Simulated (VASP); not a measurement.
# AgH16O8F in VASP: single point with PBE+D3(BJ)

Aim: the single point of AgH16O8F with PBE+D3(BJ).

All numbers are computed with VASP 6.6.1; they aren't measurements. Logs are shortened: lines on timing, memory, paths and dates and some standing lists are left out, and cuts for length are marked.

## Step 1: The cell of the first run

The cell holds an amorphous packing of atoms, 26 atoms: a = 6.573 Å, b = 6.573 Å, c = 6.573 Å, α = 90.00°, β = 90.00°, γ = 90.00°.

## Step 2: Single point, PBE+D3(BJ)

INCAR

```
PREC = Accurate ; ENCUT = 520
EDIFF = 1E-6 ; ISMEAR = -1
SIGMA = 0.02 ; LREAL = False
LASPH = True ; NELM = 120
ALGO = Normal ; ISIF = 2
LWAVE = False ; LCHARG = False
GGA = PE ; IVDW = 12
NBANDS = 60 ; GGA_COMPAT = False
```

KPOINTS

```
Automatic mesh
0
Gamma
  1 1 1
```

POSCAR

```
AgH16O8F
1.0
    6.5731380000      0.0000000000      0.0000000000
    0.0000000000      6.5731380000      0.0000000000
    0.0000000000      0.0000000000      6.5731380000
O H Ag F
8 16 1 1
Direct
    0.3793469725      0.5485203566      0.9246268677
    0.2681671981      1.0018806847      0.5969903568
    0.7421113021      0.2478572639      0.2648963098
   -0.0607016010      0.4145812852      0.7060706774
    0.7332266567      0.6018890825      0.1124272760
    0.0685973731      0.7972143594      0.0736938735
    0.1743459517      0.3251110809      0.3207448254
    0.6172850775      0.7425524917      0.5487333447
    0.3954275720      0.4907397350      0.7787908910
    0.2670870443      0.6330309815      0.9344091057
    0.2453166205      1.1196783028      0.5159027545
    0.4068680743      0.9551906563      0.5728922776
    0.6082787247      0.2716662879      0.3194212566
    0.7552861358      0.1250544261      0.1899549348
   -0.2152700887      0.4207579394      0.6952539259
   -0.0310049781      0.3258869660      0.5885012607
    0.7658442589      0.4596586897      0.1405721286
    0.5961688314      0.5708688909      0.0277797302
    0.1092020280      0.9219949437      0.1313527877
   -0.0692211239      0.7392663900      0.1156373105
    0.2897550607      0.3896008269      0.2543229733
    0.0738916481      0.3278190721      0.2179476530
    0.5999113361      0.5998048421      0.6041863110
    0.6348870205      0.7068009222      0.3990940096
    0.9678634467      0.7818487912      0.5895357742
    0.5175153785      0.3866950610      0.6056468007
```

Potentials or basis: VASP PAW PBE potentials, release 64 (O, H, Ag, F).

Run with:

```sh
$ cat potpaw_PBE.64/O/POTCAR potpaw_PBE.64/H/POTCAR potpaw_PBE.64/Ag/POTCAR potpaw_PBE.64/F/POTCAR > POTCAR
$ mpirun -np 1 vasp_gam > vasp.out
```

OUTCAR:

```text
PREC = Accurate
   ENCUT = 520
   EDIFF = 1E-6
   ISMEAR = -1
   LREAL = False
   LASPH = True
   NELM = 120
   ISIF = 2
   GGA = PE
   IVDW = 12
 IVDW          = 12

 ion  position               nearest neighbor table
   1  0.379  0.549  0.925-  10 0.93   9 1.04
   2  0.268  0.002  0.597-  11 0.95  12 0.97  25 2.45
   3  0.742  0.248  0.265-  14 0.95  13 0.96
   4  0.939  0.415  0.706-  16 0.99  15 1.02  25 2.54
   5  0.733  0.602  0.112-  17 0.98  18 1.08
   6  0.069  0.797  0.074-  19 0.94  20 1.02
   7  0.174  0.325  0.321-  22 0.94  21 0.97
   8  0.617  0.743  0.549-  23 1.01  24 1.02  25 2.33
   9  0.395  0.491  0.779-   1 1.04
  10  0.267  0.633  0.934-   1 0.93
  11  0.245  0.120  0.516-   2 0.95
  12  0.407  0.955  0.573-   2 0.97
  13  0.608  0.272  0.319-   3 0.96
  14  0.755  0.125  0.190-   3 0.95
[... 8 lines left out ...]
  23  0.600  0.600  0.604-   8 1.01
  24  0.635  0.707  0.399-   8 1.02
  25  0.968  0.782  0.590-   8 2.33   2 2.45   4 2.54
  26  0.518  0.387  0.606-

  LATTYP: Found a simple cubic cell.
 ALAT       =     6.5731380000

  Lattice vectors:

 A1 = (   6.5731380000,   0.0000000000,   0.0000000000)
 A2 = (   0.0000000000,   6.5731380000,   0.0000000000)
 A3 = (   0.0000000000,   0.0000000000,   6.5731380000)

Analysis of symmetry for initial positions (statically):
=====================================================================
 Subroutine PRICEL returns:
 Original cell was already a primitive cell.

 Routine SETGRP: Setting up the symmetry group for a
 simple cubic supercell.

 Subroutine GETGRP returns: Found  1 space group operations
 (whereof  1 operations were pure point group operations)
 out of a pool of 48 trial point group operations.

The static configuration has the point symmetry C_1 .

Analysis of symmetry for dynamics (positions and initial velocities):
=====================================================================
 Subroutine PRICEL returns:
 Original cell was already a primitive cell.

 Routine SETGRP: Setting up the symmetry group for a
 simple cubic supercell.

 Subroutine GETGRP returns: Found  1 space group operations
 (whereof  1 operations were pure point group operations)
 out of a pool of 48 trial point group operations.

The dynamic configuration has the point symmetry C_1 .

 Subroutine INISYM returns: Found  1 space group operations
 (whereof  1 operations are pure point group operations),
 and found     1 'primitive' translations

----------------------------------------------------------------------------------------

                                     Primitive cell

  volume of cell :     283.9999

  direct lattice vectors                    reciprocal lattice vectors
     6.573138000  0.000000000  0.000000000     0.152134338  0.000000000  0.000000000
     0.000000000  6.573138000  0.000000000     0.000000000  0.152134338  0.000000000
     0.000000000  0.000000000  6.573138000     0.000000000  0.000000000  0.152134338

  length of vectors
     6.573138000  6.573138000  6.573138000     0.152134338  0.152134338  0.152134338

  position of ions in fractional coordinates (direct lattice)
     0.379346973  0.548520357  0.924626868
     0.268167198  0.001880685  0.596990357
     0.742111302  0.247857264  0.264896310
     0.939298399  0.414581285  0.706070677
     0.733226657  0.601889083  0.112427276
     0.068597373  0.797214359  0.073693873
[... 18 lines left out ...]
     0.967863447  0.781848791  0.589535774
     0.517515379  0.386695061  0.605646801

  ion indices of the primitive-cell ions
   primitive index   ion index
                 1           1
                 2           2
                 3           3
                 4           4
                 5           5
                 6           6
[... 18 lines left out ...]
                25          25
                26          26

----------------------------------------------------------------------------------------

 KPOINTS: Automatic mesh

Automatic generation of k-mesh.
 Grid dimensions read from file:
 generate k-points for:    1    1    1

 Generating k-lattice:

  Cartesian coordinates                     Fractional coordinates (reciprocal lattice)
     0.152134338  0.000000000  0.000000000     1.000000000  0.000000000  0.000000000
     0.000000000  0.152134338  0.000000000     0.000000000  1.000000000  0.000000000
     0.000000000  0.000000000  0.152134338     0.000000000  0.000000000  1.000000000

  Length of vectors
     0.152134338  0.152134338  0.152134338

  Shift w.r.t. Gamma in fractional coordinates (k-lattice)
     0.000000000  0.000000000  0.000000000

 Subroutine IBZKPT returns following result:
 ===========================================

 Found      1 irreducible k-points:

 Following reciprocal coordinates:
            Coordinates               Weight
  0.000000  0.000000  0.000000      1.000000
   k-points           NKPTS =      1   k-points in BZ     NKDIM =      1   number of bands    NBANDS=     60
   number of dos      NEDOS =    301   number of ions     NIONS =     26
   total plane-waves  NPLWV = 125000
   dimension x,y,z NGX =    50 NGY =   50 NGZ =   50
   dimension x,y,z NGXF=   100 NGYF=  100 NGZF=  100
   ions per type =               8  16   1   1
   NGX,Y,Z   is equivalent  to a cutoff of  12.65, 12.65, 12.65 a.u.
   NGXF,Y,Z  is equivalent  to a cutoff of  25.29, 25.29, 25.29 a.u.
 SYSTEM =  unknown system
   PREC   = accura    normal or accurate (medium, high low for compatibility)
   ISTART =      0    job   : 0-new  1-cont  2-samecut
   ICHARG =      2    charge: 1-file 2-atom 10-const
   ISPIN  =      1    spin polarized calculation?
   LNONCOLLINEAR =      F non collinear calculations
   LSORBIT =      F    spin-orbit coupling
   LASPH  =      T    aspherical Exc in radial PAW
   ENCUT  =  520.0 eV  38.22 Ry    6.18 a.u.  12.22 12.22 12.22*2*pi/ulx,y,z
   NELM   =    120;   NELMIN=  2; NELMDL= -5     # of ELM steps
   EDIFF  = 0.1E-05   stopping-criterion for ELM
   LREAL  =      F    real-space projection
   EDIFFG = 0.1E-04   stopping-criterion for IOM
   NSW    =      0    number of steps for IOM
   IBRION =     -1    ionic relax: 0-MD 1-quasi-New 2-CG
   NFREE  =      0    steps in history (QN), initial steepest desc. (CG)
   ISIF   =      2    stress and relaxation
   ISYM   =      2    0-nonsym 1-usesym 2-fastsym
   POTIM  = 0.5000    time-step for ionic-motion
   TEBEG  =    0.0;   TEEND  =   0.0 temperature during run
   PSTRESS=    0.0 pullay stress
   NELECT =      82.0000    total number of electrons
   NUPDOWN=      -1.0000    fix difference up-down
   EMIN   =  10.00;   EMAX   =-10.00  energy-range for DOS
   EFERMI =   0.00;   METHOD = LEGACY
   ISMEAR =    -1;   SIGMA  =   0.02  broadening in eV -4-tet -1-fermi 0-gaus
   EFERMI_NEDOS =   21; number of points for ismear=-14 and -15
   IALGO  =     38    algorithm
   IMIX   =      4    mixing-type and parameters
     AMIX     =   0.40;   BMIX     =  1.00
     AMIX_MAG =   1.60;   BMIX_MAG =  1.00
  volume/ion in A,a.u.               =      10.92        73.71
  Fermi-wavevector in a.u.,A,eV,Ry     =   1.082032  2.044744 15.929604  1.170793
  Thomas-Fermi vector in A             =   2.218063
   LORBIT       =      0    0 simple, 1 ext, 2 COOP (PROOUT), +10 PAW based schemes
   GGA     = PE    functional components
   LHFCALC =     F    Hartree Fock is set to
   AEXX    =    0.0000 exact exchange contribution
   IVDW    =    12    specifies the selected vdW correction
   LEPSILON=     F    determine dielectric tensor
   LRPA    =     F    only Hartree local field effects (RPA)
 non-spin polarized calculation
  energy-cutoff  :      520.00
  volume of cell :      284.00
 maximum number of plane-waves:      3845
 NGX is ok and might be reduce to    50
   NGX = 25   NGY = 25   NGZ = 25

 number of electron      82.0000011 magnetization

 Free energy of the ion-electron system (eV)
  ---------------------------------------------------
  ext. energy  EPLUGINS =         0.00000000
  ---------------------------------------------------
  free energy    TOTEN  =      -122.07783643 eV

  energy without entropy =     -122.07783643  energy(sigma->0) =     -122.07783643

 E-fermi :  -2.1109     XC(G=0):  -7.0266

 val. band max:       -2.6762258344   @ k =   0.0000   0.0000   0.0000
 cond. band min:       0.4201302000   @ k =   0.0000   0.0000   0.0000
 fundamental gap:      3.0963560344
 Fermi energy:        -2.1109486620

 k-point     1 :       0.0000    0.0000    0.0000
  band No.  band energies     occupation
      1     -22.9904      2.00000
      2     -22.7521      2.00000
      3     -22.3423      2.00000
      4     -21.8173      2.00000
      5     -21.5591      2.00000
      6     -21.4846      2.00000
[... 45 lines left out ...]
     52       6.8193      0.00000
     53       7.0276      0.00000
 [bands above 53 left out]

------------------------ aborting loop because EDIFF is reached ----------------------------------------

 Edisp (eV)   -1.13920

 E8    (eV) :    -0.2784

  FORCE on cell =-STRESS in cart. coord.  units (eV):
  Direction    XX          YY          ZZ          XY          YZ          ZX
  --------------------------------------------------------------------------------------
  -------------------------------------------------------------------------------------
  Total      -0.74413     4.50282    -3.64010    -2.99229    -2.54056    -0.27653
  in kB      -4.19800    25.40252   -20.53555   -16.88090   -14.33251    -1.56005
  external pressure =        0.22 kB  Pullay stress =        0.00 kB

 VOLUME and BASIS-vectors are now :
 -----------------------------------------------------------------------------
  energy-cutoff  :      520.00
  volume of cell :      284.00
      direct lattice vectors                 reciprocal lattice vectors
     6.573138000  0.000000000  0.000000000     0.152134338  0.000000000  0.000000000
     0.000000000  6.573138000  0.000000000     0.000000000  0.152134338  0.000000000
     0.000000000  0.000000000  6.573138000     0.000000000  0.000000000  0.152134338

 POSITION                                       TOTAL-FORCE (eV/Angst)
 -----------------------------------------------------------------------------------
      2.49350      3.60550      6.07770         2.560809     -2.392680     -1.032977
      1.76270      0.01236      3.92410        -0.718578     -1.397280      0.827861
      4.87800      1.62920      1.74120         1.124106      0.409304      0.335792
      6.17414      2.72510      4.64110        -1.377313     -0.042145     -0.623923
      4.81960      3.95630      0.73900        -2.046256      0.045446     -0.944277
      0.45090      5.24020      0.48440        -0.580425     -1.578168     -0.820561
[... 18 lines left out ...]
      6.36190      5.13920      3.87510         0.610586      0.187654      0.343158
      3.40170      2.54180      3.98100         0.346185     -0.033816     -0.069911
 -----------------------------------------------------------------------------------
    total drift:                               -0.002302     -0.001346     -0.000677

  FREE ENERGIE OF THE ION-ELECTRON SYSTEM (eV)
  ---------------------------------------------------
  free  energy   TOTEN  =      -123.2170386771 eV

  energy  without entropy=     -123.2170386771  energy(sigma->0) =     -123.21703868
```

Run time: 41 s. Hardware: 1 thread of Intel Xeon 8259CL, shared host; peak memory 0.35 GiB.

Results:

| Item | Value |
| --- | --- |
| Free energy | -123.2170 eV |
| Pressure | 0.0 GPa |
| Largest force | 3.654 eV/Å |
| Band gap on the k mesh | 3.10 eV |
| Dispersion energy per atom | -0.044 eV |

Forces on the atoms (eV/Å):
```
O    2.561 -2.393 -1.033
O   -0.719 -1.397  0.828
O    1.124  0.409  0.336
O   -1.377 -0.042 -0.624
O   -2.046  0.045 -0.944
O   -0.580 -1.578 -0.821
O    1.094 -0.162  0.807
O    1.031  0.414 -1.646
H    0.020  0.028  1.119
H   -2.343  1.908  0.420
H   -0.049  1.246 -0.849
H    0.148 -0.405  0.048
H   -0.496 -0.326  0.613
H   -0.501 -1.036 -0.471
H    1.074 -0.475  0.237
H    0.212  0.461  0.310
H    0.436 -0.309  0.492
H    0.992  1.322  0.706
H    0.083  1.236  0.811
H    0.505  0.503 -0.415
H    0.054  0.223  0.064
H   -1.189  0.013 -0.954
H   -0.744 -0.189 -0.221
H   -0.245  0.348  0.914
Ag   0.611  0.188  0.343
F    0.346 -0.034 -0.070
```

Stress tensor (GPa, compression positive):
```
-0.42 -1.69 -0.16
-1.69  2.54 -1.43
-0.16 -1.43 -2.05
```

Caveat: the k points lie up to 0.96 Å⁻¹ apart.
